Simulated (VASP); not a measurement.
CdTe, 2 atoms in the cell. Symmetry: F-43m, No. 216, cubic system. The conventional cell has a = 6.560 Å, b = 6.560 Å, c = 6.560 Å, α = 90.00°, β = 90.00°, γ = 90.00°. Within 3.7 Å of Cd (site symmetry -43m) lie 4 Te at 2.84 Å. Te (site symmetry -43m) has 4 Cd at 2.84 Å within 3.7 Å. 

```yaml
Program: VASP 6.6.1
Task: single point
Functional: PBE-based screened hybrid with 50 % exact exchange
Potentials_or_basis: VASP PAW PBE potentials, release 64 (Cd, Te)
Cutoff: 520 eV
k_mesh: 4 × 4 × 4
Occupations: gaussian, width 0.01 eV
Spin: no spin polarisation
Dipole_correction: no
Grid_for_exact_exchange_PRECFOCK: Normal
Share_of_exact_exchange: 0.5
Further_INCAR_settings: ALGO = Normal; EDIFF = 1e-06; NBANDS = 16
Screening_parameter: 0.3 1/Å
```

Potentials or basis: VASP PAW PBE potentials, release 64 (Cd, Te).

Run with:

```bash
$ cat potpaw_PBE.64/Cd/POTCAR potpaw_PBE.64/Te/POTCAR > POTCAR
$ cp INCAR.step1 INCAR
$ mpirun -np 1 vasp_std > vasp.out
$ cp INCAR.step2 INCAR
$ mpirun -np 1 vasp_std > vasp.out
```

Hardware: 1 thread of Intel Xeon 8259CL, with other jobs on the host.

Task: Estimate the wall time of this run.

Result: Wall time 26 min on 1 thread of Intel Xeon 8259CL, with other jobs on the host, peak memory 0.32 GiB. Counts: k points 8.
